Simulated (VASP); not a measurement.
# Si8NO14 (a cell with a defect) in VASP: a series of runs, part 3 of 3

VASP 6.6.1.

## 5. Single point, PBE, collinear spin, ferromagnetic start

Contents of INCAR:

```
PREC = Accurate
ENCUT = 520
EDIFF = 1E-6
ISMEAR = -1
SIGMA = 0.05
LREAL = Auto
LASPH = True
NELM = 150
ALGO = Normal
ISIF = 2
LWAVE = False
LCHARG = False
ISPIN = 2
MAGMOM = 0 0 0 0 0 0 0 0 0 0 0 0 0 0 0 0 0 0 0 0 0 0 0.37
LORBIT = 11
GGA = PE
NELECT = 119.0
NBANDS = 82
```

Contents of KPOINTS:

```
regular mesh
0
Gamma
  2 2 2
```

Contents of POSCAR:

```
Si8NO14
1.0
   -4.1773000000     -4.1773000000      0.0000000000
    4.1773000000     -4.1773000000      0.0000000000
    0.0000000000      0.0000000000      5.3310000000
Si O N
8 14 1
Direct
    0.4998353003      0.4959598305      0.0288988933
   -0.0001670936      0.4963059871      0.2496707935
    0.4998308716      0.4959621047      0.4704396924
   -0.0001673330      0.4975010174      0.7496709811
   -0.0001657769     -0.0038590716     -0.0021669480
    0.4998331458     -0.0042850645      0.2496687301
   -0.0001663754     -0.0038599095      0.5015077847
    0.4998344625      0.0432773562      0.7496687301
    0.1971244584      0.5014959424      0.0018506847
   -0.0001678117      0.1903861346      0.2496709811
    0.8025408757      0.5014983362      0.0018516226
   -0.0001638618      0.8036534364      0.2496698556
    0.1971236205      0.5014972590      0.4974899644
   -0.0001693678      0.1935069303      0.7496698556
    0.8025397984      0.5015008498      0.4974901519
   -0.0001652982      0.8006723242      0.7496709811
    0.6890134776     -0.0054726737     -0.0096314012
    0.4998295550      0.6982902832      0.2496679797
    0.3106535322     -0.0054652527     -0.0096317764
    0.4998332655      0.2951654179      0.2496702307
    0.6890137170     -0.0054709980      0.5089690490
    0.3106538913     -0.0054706389      0.5089705496
    0.4998313504      0.3864463888      0.7496687301
```

Potentials or basis: VASP PAW PBE potentials, release 64 (Si, O, N).

The run is started by

```bash
cat potpaw_PBE.64/Si/POTCAR potpaw_PBE.64/O/POTCAR potpaw_PBE.64/N/POTCAR > POTCAR
mpirun -np 1 vasp_std > vasp.out
```

OUTCAR:

```text
PREC = Accurate
   ENCUT = 520
   EDIFF = 1E-6
   ISMEAR = -1
   LREAL = Auto
   LASPH = True
   NELM = 150
   ISIF = 2
   ISPIN = 2
   LORBIT = 11
   GGA = PE
   NELECT = 119.0

 ion  position               nearest neighbor table
   1  0.500  0.496  0.029-  23 1.62  20 1.67  18 1.68  11 1.79   9 1.79   3 2.35   3 2.98   8 3.06

   2  1.000  0.496  0.250-  13 1.76  11 1.76   9 1.76  15 1.76  10 1.81  12 1.82   4 2.67   4 2.67

   3  0.500  0.496  0.470-  23 1.62  20 1.67  18 1.68  13 1.79  15 1.79   1 2.35   1 2.98   8 3.06
[... 12 lines left out ...]
  10  1.000  0.190  0.250-   7 1.77   5 1.77   2 1.81
  11  0.803  0.501  0.002-   2 1.76   4 1.78   1 1.79
  12  1.000  0.804  0.250-   5 1.76   7 1.76   2 1.82
  13  0.197  0.501  0.497-   2 1.76   4 1.78   3 1.79
  14  1.000  0.194  0.750-   7 1.76   5 1.76   4 1.80
  15  0.803  0.502  0.497-   2 1.76   4 1.78   3 1.79
  16  1.000  0.801  0.750-   5 1.76   7 1.76   4 1.79
  17  0.689  0.995  0.990-   8 1.73   6 1.78   5 1.84
  18  0.500  0.698  0.250-   1 1.68   3 1.68   6 1.76
  19  0.311  0.995  0.990-   8 1.73   6 1.78   5 1.84
  20  0.500  0.295  0.250-   1 1.67   3 1.67   6 1.77
  21  0.689  0.995  0.509-   8 1.73   6 1.78   7 1.84
  22  0.311  0.995  0.509-   8 1.73   6 1.78   7 1.84
  23  0.500  0.386  0.750-   3 1.62   1 1.62   8 2.03

  LATTYP: Found a simple tetragonal cell.
 ALAT       =     5.9075943141
 C/A-ratio  =     0.9023977810

  Lattice vectors:

 A1 = (  -4.1773000000,  -4.1773000000,   0.0000000000)
 A2 = (   4.1773000000,  -4.1773000000,   0.0000000000)
 A3 = (   0.0000000000,   0.0000000000,   5.3310000000)

Analysis of symmetry for initial positions (statically):
=====================================================================
 Subroutine PRICEL returns:
 Original cell was already a primitive cell.

 Routine SETGRP: Setting up the symmetry group for a
 simple tetragonal supercell.

 Subroutine GETGRP returns: Found  4 space group operations
 (whereof  1 operations were pure point group operations)
[... 804 lines left out ...]
     70      17.2462      0.00000
     71      17.5574      0.00000
 Fermi energy:         7.8254672867

 spin component 2

 k-point     1 :       0.0000    0.0000    0.0000
  band No.  band energies     occupation
      1     -14.6498      1.00000
      2     -13.1559      1.00000
      3     -12.7847      1.00000
      4     -12.2514      1.00000
      5     -11.9206      1.00000
      6     -11.4518      1.00000
[... 581 lines left out ...]
     70      17.2924      0.00000
     71      17.5884      0.00000
 [bands above 71 left out]

------------------------ aborting loop because EDIFF is reached ----------------------------------------

  FORCE on cell =-STRESS in cart. coord.  units (eV):
  Direction    XX          YY          ZZ          XY          YZ          ZX
  --------------------------------------------------------------------------------------
  -------------------------------------------------------------------------------------
  Total      -15.3857179    -15.3857179      6.5790515     -2.1961080      0.0000000      0.0000000
  in kB     -132.4946484   -132.4946484     56.6557324    -18.9118612      0.0000000      0.0000000
  external PRESSURE =     -69.4445215 kB  Pullay stress =       0.0000000 kB

 VOLUME and BASIS-vectors are now :
 -----------------------------------------------------------------------------
  energy-cutoff  :      520.00
  volume of cell :      186.05
      direct lattice vectors                 reciprocal lattice vectors
    -4.177300000 -4.177300000  0.000000000    -0.119694540 -0.119694540  0.000000000
     4.177300000 -4.177300000  0.000000000     0.119694540 -0.119694540  0.000000000
     0.000000000  0.000000000  5.331000000     0.000000000  0.000000000  0.187582067

 POSITION                                       TOTAL-FORCE (eV/Angst)
 -----------------------------------------------------------------------------------
     -0.01619     -4.15973      0.15406         0.083490     -0.083490      0.101583
     -2.10338     -6.24982      1.33100         0.145300     -0.145300     -0.000000
     -0.01616     -4.15973      2.50791         0.083490     -0.083490     -0.101583
     -2.09839     -6.25481      3.99650         0.176871     -0.176871     -0.000000
     -0.01543     -8.33779      5.31945        -0.025754      0.025754     -0.010689
      2.07145     -6.24735      1.33098        -0.019979      0.019979     -0.000000
[... 15 lines left out ...]
      2.85675     -5.45214      2.71332         0.072255     -0.039671     -0.008140
     -0.47364     -3.70225      3.99648        -2.947843      2.947843     -0.000000
 -----------------------------------------------------------------------------------
    total drift:                                0.111992      0.081580     -0.096607

  FREE ENERGIE OF THE ION-ELECTRON SYSTEM (eV)
  ---------------------------------------------------
  free  energy   TOTEN  =      -191.5934302033 eV

  energy  without entropy=     -191.5849686268  energy(sigma->0) =     -191.58919942

 total charge

# of ion       s       p       d       tot
------------------------------------------
    1        0.636   0.965   0.000   1.602
    2        0.581   0.856   0.000   1.437
    3        0.636   0.965   0.000   1.602
    4        0.570   0.837   0.000   1.407
    5        0.576   0.844   0.000   1.420
    6        0.576   0.855   0.000   1.431
[... 15 lines left out ...]
   22        1.552   3.640   0.000   5.192
   23        1.274   2.635   0.000   3.908
--------------------------------------------------
tot         27.739  60.939   0.000  88.677

 magnetization (x)

# of ion       s       p       d       tot
------------------------------------------
    1       -0.004  -0.006   0.000  -0.010
    2        0.002   0.009   0.000   0.011
    3       -0.004  -0.006   0.000  -0.010
    4        0.000  -0.001   0.000  -0.000
    5        0.000   0.000   0.000   0.000
    6       -0.000  -0.000   0.000  -0.000
[... 15 lines left out ...]
   22        0.000   0.004   0.000   0.005
   23        0.016   0.472   0.000   0.488
--------------------------------------------------
tot          0.023   0.685   0.000   0.708
```

OSZICAR:

```text
N       E                     dE             d eps       ncg     rms          rms(c)
DAV:   1     0.592507233709E+03    0.59251E+03   -0.65491E+04  2624   0.140E+03
DAV:   2    -0.170834325681E+03   -0.76334E+03   -0.74281E+03  3108   0.319E+02
DAV:   3    -0.207584022461E+03   -0.36750E+02   -0.36502E+02  3344   0.703E+01
DAV:   4    -0.207943169012E+03   -0.35915E+00   -0.35845E+00  3248   0.775E+00
DAV:   5    -0.207947261090E+03   -0.40921E-02   -0.40895E-02  3208   0.781E-01    0.344E+01
DAV:   6    -0.191657644693E+03    0.16290E+02   -0.55472E+01  3044   0.263E+01    0.162E+01
DAV:   7    -0.191583051499E+03    0.74593E-01   -0.27063E+00  3200   0.588E+00    0.598E+00
DAV:   8    -0.191566328037E+03    0.16723E-01   -0.24393E-01  3184   0.239E+00    0.268E+00
DAV:   9    -0.191595117673E+03   -0.28790E-01   -0.10119E-01  3136   0.135E+00    0.955E-01
DAV:  10    -0.191589991053E+03    0.51266E-02   -0.33866E-02  3264   0.868E-01    0.524E-01
DAV:  11    -0.191593118915E+03   -0.31279E-02   -0.94264E-03  3008   0.356E-01    0.307E-01
DAV:  12    -0.191593218055E+03   -0.99141E-04   -0.16043E-03  3088   0.172E-01    0.178E-01
DAV:  13    -0.191593413083E+03   -0.19503E-03   -0.49600E-04  2992   0.869E-02    0.412E-02
DAV:  14    -0.191593423217E+03   -0.10134E-04   -0.26975E-05  3144   0.201E-02    0.211E-02
DAV:  15    -0.191593426539E+03   -0.33215E-05   -0.13249E-05  3016   0.143E-02    0.953E-03
DAV:  16    -0.191593429751E+03   -0.32122E-05   -0.33860E-06  2856   0.751E-03    0.317E-03
DAV:  17    -0.191593430203E+03   -0.45250E-06   -0.56842E-07  2088   0.331E-03
   1 F= -.19159343E+03 E0= -.19158920E+03  d E =-.846158E-02  mag=     0.9220
```

It took 19 min on 1 thread of Oxide Virtual Turin-like, shared host; peak memory 0.4 GiB.

What came out:

| Property | Result |
| --- | --- |
| Free energy | -191.5934 eV |
| Largest force | 4.169 eV/Å |
| Net moment | 0.92 μB per cell |
| Site moments | Si -0.01, +0.01, -0.00, +0.00; O +0.05, +0.00, +0.02, -0.00, +0.01; N +0.49 μB |
| Valence electrons inside the program's atomic spheres | Si 1.60, 1.44, 1.41, 1.42, 1.43, 1.45; O 5.20, 5.21, 5.22, 5.19, 5.29; N 3.91 |

Forces on the atoms (eV/Å):
```
Si   0.083 -0.083  0.102
Si   0.145 -0.145  0.000
Si   0.083 -0.083 -0.102
Si   0.177 -0.177  0.000
Si  -0.026  0.026 -0.011
Si  -0.020  0.020  0.000
Si  -0.026  0.026  0.011
Si   1.150 -1.150  0.000
O   -0.127 -0.477 -0.111
O    0.165 -0.165  0.000
O    0.477  0.127 -0.111
O    0.024 -0.024  0.000
O   -0.127 -0.477  0.111
O    0.141 -0.141  0.000
O    0.477  0.127  0.111
O    0.083 -0.083  0.000
O    0.040 -0.072  0.008
O   -0.025  0.025  0.000
O    0.072 -0.040  0.008
O    0.067 -0.067  0.000
O    0.040 -0.072 -0.008
O    0.072 -0.040 -0.008
N   -2.948  2.948  0.000
```

Levels at points of the mesh, in eV from the Fermi level:
Spin up:
```tsv
k point	band 57	band 58	band 59	band 60	band 61	band 62	band 63	band 64
(0.00, 0.00, 0.00)	-1.26	-1.22	-0.71	-0.04	3.04	6.02	6.51	6.67
(0.50, 0.00, 0.00)	-1.68	-1.67	-0.89	-0.59	3.53	6.38	7.03	7.12
(0.00, 0.50, 0.00)	-1.38	-0.91	-0.82	-0.40	3.46	5.67	6.42	7.25
(0.50, 0.50, 0.00)	-1.28	-1.11	-0.93	-0.91	3.62	6.05	7.06	7.86
(0.00, 0.00, 0.50)	-1.12	-1.00	-0.67	-0.54	4.12	5.08	7.41	7.53
(0.50, 0.00, 0.50)	-1.07	-1.06	-0.88	-0.64	4.11	5.62	7.54	7.55
(0.00, 0.50, 0.50)	-0.87	-0.73	-0.69	-0.55	4.14	4.94	6.65	8.26
(0.50, 0.50, 0.50)	-1.19	-1.17	-1.17	-1.10	4.28	5.43	6.63	9.07
```
Spin down:
```
           k point  band 55  band 56  band 57  band 58  band 59  band 60  band 61  band 62  band 63  band 64
(0.00, 0.00, 0.00)    -1.63    -1.38    -1.20    -1.02    -0.35     0.73     3.09     6.04     6.51     6.71
(0.50, 0.00, 0.00)    -1.68    -1.68    -1.55    -1.16    -0.53     0.04     3.57     6.39     7.06     7.11
(0.00, 0.50, 0.00)    -1.97    -1.96    -1.29    -0.82    -0.53     0.59     3.50     5.70     6.42     7.29
(0.50, 0.50, 0.00)    -1.54    -1.46    -1.24    -1.11    -0.88     0.27     3.66     6.08     7.05     7.89
(0.00, 0.00, 0.50)    -1.26    -1.21    -1.08    -0.79    -0.64     0.74     4.15     5.08     7.47     7.54
(0.50, 0.00, 0.50)    -1.44    -1.43    -1.03    -0.81    -0.61     0.26     4.14     5.61     7.56     7.62
(0.00, 0.50, 0.50)    -1.79    -0.86    -0.82    -0.71    -0.69     0.79     4.18     4.93     6.71     8.27
(0.50, 0.50, 0.50)    -1.53    -1.17    -1.17    -1.11    -1.06     0.23     4.32     5.42     6.69     9.07
```

Caveat: the k points lie up to 0.59 Å⁻¹ apart; the cell carries a net charge on a neutralising background, which shifts energy and pressure; the cell is charged against a uniform background, so pressure and absolute levels hang on convention.
